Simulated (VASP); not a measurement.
# Li4Al2Mo (P4/mmm) in VASP: notebook, part 2 of 2

VASP 6.6.1. Earlier steps stand in the parts before.

### 3 Single point, PBE

This run uses another cell than the first one, of 20.10 Å³/atom.

Input file INCAR:

```
ALGO = Normal
EDIFF = 1E-6
ENCUT = 520
GGA = PE
ISIF = 2
ISMEAR = 0
LASPH = T
LCHARG = T
LELF = T
LREAL = F
LVHAR = T
LWAVE = F
NBANDS = 25
NELM = 100
PREC = Accurate
SIGMA = 0.1
```

Input file KPOINTS:

```
k-points
0
Gamma
  4 4 4
```

Input file POSCAR:

```
Li4Al2Mo
1.0
    5.3589922013      0.0000000000      0.0000000000
    0.0000000000      5.3589922013      0.0000000000
    0.0000000000      0.0000000000      4.9000841952
Li Al Mo
4 2 1
Direct
    0.2064353248      0.5000000000      0.0000000000
    0.7935646752      0.5000000000      0.0000000000
    0.5000000000      0.2064353248      0.0000000000
    0.5000000000      0.7935646752      0.0000000000
    0.0000000000      0.5000000000      0.5000000000
    0.5000000000      0.0000000000      0.5000000000
    0.5000000000      0.5000000000      0.5000000000
```

Potentials or basis: VASP PAW PBE potentials, release 64 (Li_sv, Al, Mo_sv).

The run is started by

```
$ cat potpaw_PBE.64/Li_sv/POTCAR potpaw_PBE.64/Al/POTCAR potpaw_PBE.64/Mo_sv/POTCAR > POTCAR
$ mpirun -np 1 vasp_std > vasp.out
```

It took 43 s on 1 thread of AMD EPYC 9R45 (Zen 5), shared host; peak memory 0.22 GiB.

It converged, with:

```
Free energy            : -22.5786 eV
Band gap on the k mesh : zero (bands 16 and 17 overlap by 0.18 eV)
```

Levels at points of the mesh, in eV from the Fermi level:
| k point | band 12 | band 13 | band 14 | band 15 | band 16 | band 17 | band 18 | band 19 | band 20 | band 21 |
| --- | --- | --- | --- | --- | --- | --- | --- | --- | --- | --- |
| (0.00, 0.00, 0.00) | -1.06 | -0.58 | -0.58 | -0.24 | -0.24 | -0.14 | 1.13 | 1.57 | 1.58 | 3.67 |
| (0.50, 0.00, 0.00) | -1.31 | -1.06 | -0.96 | -0.27 | -0.21 | 0.46 | 1.07 | 1.65 | 2.69 | 2.88 |
| (0.50, 0.50, 0.00) | -2.25 | -1.23 | -1.23 | -1.06 | -1.03 | 1.55 | 1.83 | 2.97 | 2.97 | 3.54 |
| (0.00, 0.00, 0.50) | -0.57 | -0.57 | -0.03 | -0.01 | -0.01 | 0.01 | 0.18 | 0.67 | 2.40 | 3.28 |
| (0.50, 0.00, 0.50) | -1.69 | -1.55 | -0.59 | -0.39 | 0.04 | 0.64 | 0.69 | 1.26 | 2.11 | 2.35 |
| (0.50, 0.50, 0.50) | -1.84 | -1.84 | -1.56 | -1.09 | -0.68 | 0.09 | 0.31 | 1.43 | 1.43 | 2.52 |

Caveat: the cutoff is under 1.25 times the usual one of these potentials, so pressure, stress and relaxed cells hold a basis-set (Pulay) error.

### 4 Relaxation of cell and atoms, PBE

Input file INCAR:

```
PREC = Accurate
ENCUT = 600
EDIFF = 1E-6
ISMEAR = 0
SIGMA = 0.1
LREAL = F
LASPH = T
NELM = 80
ALGO = Normal
ISIF = 3
LWAVE = F
LCHARG = F
GGA = PE
IBRION = 2
NSW = 90
EDIFFG = -0.04
```

Input file KPOINTS:

```
regular mesh
0
Gamma
  4 4 4
```

Input file POSCAR:

```
Li4Al2Mo
1.0
    5.4742219600      0.0000000000      0.0000000000
    0.0000000000      5.4742219600      0.0000000000
    0.0000000000      0.0000000000      3.8699679700
Li Al Mo
4 2 1
Direct
    0.2296476300      0.5000000000      0.0000000000
    0.7703523700      0.5000000000      0.0000000000
    0.5000000000      0.2296476300      0.0000000000
    0.5000000000      0.7703523700      0.0000000000
    0.0000000000      0.5000000000      0.5000000000
    0.5000000000      0.0000000000      0.5000000000
    0.5000000000      0.5000000000      0.5000000000
```

The run is started by

```
$ cat potpaw_PBE.64/Li_sv/POTCAR potpaw_PBE.64/Al/POTCAR potpaw_PBE.64/Mo_sv/POTCAR > POTCAR
$ mpirun -np 1 vasp_std > vasp.out
```

It took 4.2 min on 1 thread of AMD EPYC 9R45 (Zen 5), shared host; peak memory 0.27 GiB.

Results (log left out):

```yaml
Free_energy: -22.4886 eV
Relaxed_volume: 19.86 Å³/atom
Relaxed_cell: a = 5.361 Å, b = 5.361 Å, c = 4.838 Å, α = 90.00°, β = 90.00°, γ = 90.00°
Space_group_after_relaxing_to_0.1_Å: P4/mmm (No. 123)
Energy_gained_by_relaxing: 429.0 meV/atom
Ionic_steps: 9
Pressure_after_relaxing: 0.0 GPa
Largest_force_after_relaxing: 0.013 eV/Å
Band_gap_on_the_k_mesh: zero (bands 16 and 17 overlap by 0.22 eV)
```

Forces on the atoms (eV/Å):
```
Li  -0.013  0.000  0.000
Li   0.013  0.000  0.000
Li   0.000 -0.013  0.000
Li   0.000  0.013  0.000
Al   0.000  0.000  0.000
Al   0.000  0.000  0.000
Mo   0.000  0.000  0.000
```

Stress tensor (GPa, compression positive):
```
-0.02  0.00  0.00
 0.00 -0.02  0.00
 0.00  0.00  0.08
```

Step by step:
| step | energy change (eV) | largest force (eV/Å) | pressure (GPa) | volume (Å³) |
| --- | --- | --- | --- | --- |
| 1 | 0.0000 | 0.5649 | 15.83 | 115.97 |
| 2 | -2.5214 | 0.6025 | 0.32 | 144.89 |
| 3 | -2.5587 | 0.5070 | -3.78 | 160.15 |
| 4 | -2.6182 | 0.5460 | -2.22 | 153.62 |
| 5 | -2.8438 | 0.4434 | -1.83 | 148.62 |
| 6 | -2.9746 | 0.2607 | -0.93 | 142.04 |
| 7 | -3.0021 | 0.0599 | 0.25 | 138.43 |
| 8 | -3.0021 | 0.0688 | 0.20 | 138.59 |
| 9 | -3.0033 | 0.0127 | 0.02 | 139.05 |

Final structure:
```
Li Al Mo
1.0
     5.36105    0.00000    0.00000
     0.00000    5.36105    0.00000
     0.00000    0.00000    4.83811
Li Al Mo
4 2 1
Direct
  0.20682 0.50000 0.00000
  0.79318 0.50000 0.00000
  0.50000 0.20682 0.00000
  0.50000 0.79318 0.00000
  0.00000 0.50000 0.50000
  0.50000 0.00000 0.50000
  0.50000 0.50000 0.50000
```

Levels at points of the mesh, in eV from the Fermi level:
```tsv
k point	band 13	band 14	band 15	band 16	band 17	band 18	band 19	band 20
(0.00, 0.00, 0.00)	-0.62	-0.62	-0.28	-0.28	-0.17	1.16	1.55	1.58
(0.50, 0.00, 0.00)	-1.09	-1.00	-0.24	-0.24	0.43	1.03	1.64	2.69
(0.50, 0.50, 0.00)	-1.25	-1.25	-1.09	-1.05	1.56	1.87	2.98	2.98
(0.00, 0.00, 0.50)	-0.60	-0.04	-0.04	-0.01	-0.01	0.15	0.65	2.40
(0.50, 0.00, 0.50)	-1.58	-0.60	-0.43	0.05	0.61	0.65	1.23	2.10
(0.50, 0.50, 0.50)	-1.85	-1.57	-1.11	-0.66	0.10	0.31	1.38	1.38
```

Caveat: the k points lie up to 0.32 Å⁻¹ apart in the final cell; the cutoff is under 1.25 times the usual one of these potentials, so pressure, stress and relaxed cells hold a basis-set (Pulay) error; the volume moved by over 15 % at a fixed basis, so the end points are rough.

### 5 Single point, PBE, collinear spin

This run uses another cell than the first one, of 20.10 Å³/atom.

Input file INCAR:

```
ALGO     = Fast           # electronic algorithm
EDIFF    = 1E-6           # SCF threshold, eV
ENCUT    = 520            # plane-wave cutoff, eV
GGA      = PE             # functional
ISIF     = 2              # what is computed and relaxed
ISMEAR   = 0              # smearing method
ISPIN    = 2              # spin polarisation
LASPH    = T              # aspherical terms in the spheres
LCHARG   = T              # write CHGCAR
LELF     = T              # ELF
LMAXMIX  = 4              # l up to which the mixer works
LORBIT   = 11             # projections on sites
LREAL    = F              # projectors in reciprocal space
LVHAR    = T            
LWAVE    = F              # write WAVECAR
MAGMOM   = 0 0 0 0 0 0 1  # initial moments
NBANDS   = 29             # bands
NELM     = 150            # most SCF steps
PREC     = Accurate       # precision mode
SIGMA    = 0.1            # smearing width, eV
```

Input file KPOINTS:

```
k-points
0
Gamma
  4 4 4
```

Input file POSCAR:

```
Li4Al2Mo
1.0
    5.3589922013      0.0000000000      0.0000000000
    0.0000000000      5.3589922013      0.0000000000
    0.0000000000      0.0000000000      4.9000841952
Li Al Mo
4 2 1
Direct
    0.2064353248      0.5000000000      0.0000000000
    0.7935646752      0.5000000000      0.0000000000
    0.5000000000      0.2064353248      0.0000000000
    0.5000000000      0.7935646752      0.0000000000
    0.0000000000      0.5000000000      0.5000000000
    0.5000000000      0.0000000000      0.5000000000
    0.5000000000      0.5000000000      0.5000000000
```

The run is started by

```
$ cat potpaw_PBE.64/Li_sv/POTCAR potpaw_PBE.64/Al/POTCAR potpaw_PBE.64/Mo_sv/POTCAR > POTCAR
$ mpirun -np 1 vasp_std > vasp.out
```

It took 2.4 min on 1 thread of AMD EPYC 9R45 (Zen 5), shared host; peak memory 0.3 GiB.

Results (log left out):

* Free energy: -22.5863 eV
* Largest force: 0.018 eV/Å
* Net moment: 0.28 μB per cell
* Site moments: Li -0.00; Al -0.01; Mo +0.32 μB
* Valence electrons inside the program's atomic spheres: Li 2.12; Al 0.79; Mo 12.34

Forces in eV/Å, atoms in the order of the input:
```
Li   0.018  0.000  0.000
Li  -0.018  0.000  0.000
Li   0.000  0.018  0.000
Li   0.000 -0.018  0.000
Al   0.000  0.000  0.000
Al   0.000  0.000  0.000
Mo   0.000  0.000  0.000
```

Levels at points of the mesh, in eV from the Fermi level:
Spin up:
```
           k point  band 13  band 14  band 15  band 16  band 17  band 18  band 19  band 20
(0.00, 0.00, 0.00)    -0.53    -0.53    -0.25    -0.25    -0.20     1.17     1.59     1.65
(0.50, 0.00, 0.00)    -1.11    -0.97    -0.22    -0.21     0.49     1.13     1.67     2.69
(0.50, 0.50, 0.00)    -1.21    -1.21    -1.12    -1.04     1.52     1.85     3.00     3.00
(0.00, 0.00, 0.50)    -0.56    -0.14    -0.05     0.02     0.02     0.26     0.76     2.40
(0.50, 0.00, 0.50)    -1.55    -0.62    -0.39    -0.08     0.71     0.72     1.27     2.17
(0.50, 0.50, 0.50)    -1.79    -1.56    -1.09    -0.62    -0.03     0.38     1.45     1.45
```
Spin down:
```
           k point  band 13  band 14  band 15  band 16  band 17  band 18  band 19  band 20
(0.00, 0.00, 0.00)    -0.54    -0.54    -0.11    -0.11    -0.01     1.19     1.60     1.64
(0.50, 0.00, 0.00)    -0.90    -0.87    -0.22    -0.07     0.51     1.09     1.72     2.77
(0.50, 0.50, 0.00)    -1.15    -1.15    -0.94    -0.84     1.66     1.92     3.06     3.06
(0.00, 0.00, 0.50)    -0.45     0.03     0.03     0.15     0.20     0.27     0.74     2.48
(0.50, 0.00, 0.50)    -1.47    -0.48    -0.26     0.34     0.69     0.74     1.37     2.13
(0.50, 0.50, 0.50)    -1.78    -1.49    -1.00    -0.60     0.33     0.40     1.53     1.53
```

Caveat: the cutoff is under 1.25 times the usual one of these potentials, so pressure, stress and relaxed cells hold a basis-set (Pulay) error; a moment this small can come from the mesh or the smearing.

### 6 The runs side by side

| task | spin | cell | cutoff (eV) | gap on the mesh (eV) | largest force (eV/Å) |
| --- | --- | --- | --- | --- | --- |
| single point | off | a = 5.474, b = 5.474, c = 3.870 Å, 7 atoms, atomic positions A | 520 | none | 0.57 |
| single point | off | a = 5.359, b = 5.359, c = 4.900 Å, 7 atoms, atomic positions B | 520 | none | - |
| relaxation of cell and atoms | off | relaxed from a = 5.474, b = 5.474, c = 3.870 Å, 7 atoms, atomic positions A | 600 | none | 0.01 |
| single point | collinear | a = 5.359, b = 5.359, c = 4.900 Å, 7 atoms, atomic positions B | 520 | none | 0.02 |

Alike in all rows: level PBE; potentials or basis VASP PAW PBE potentials, release 64 (Li_sv, Al, Mo_sv); k mesh 4 × 4 × 4; smearing gaussian 0.1 eV.

Caveats: some runs use coarse meshes; the cutoff is under 1.25 times the usual one of these potentials, so pressure, stress and relaxed cells hold a basis-set (Pulay) error; the volume moved by over 15 % at a fixed basis, so the end points are rough (at least some runs); a moment this small can come from the mesh or the smearing (at least some runs).

Total energies depend on the potentials used, so only differences within one code and one set of settings carry meaning.
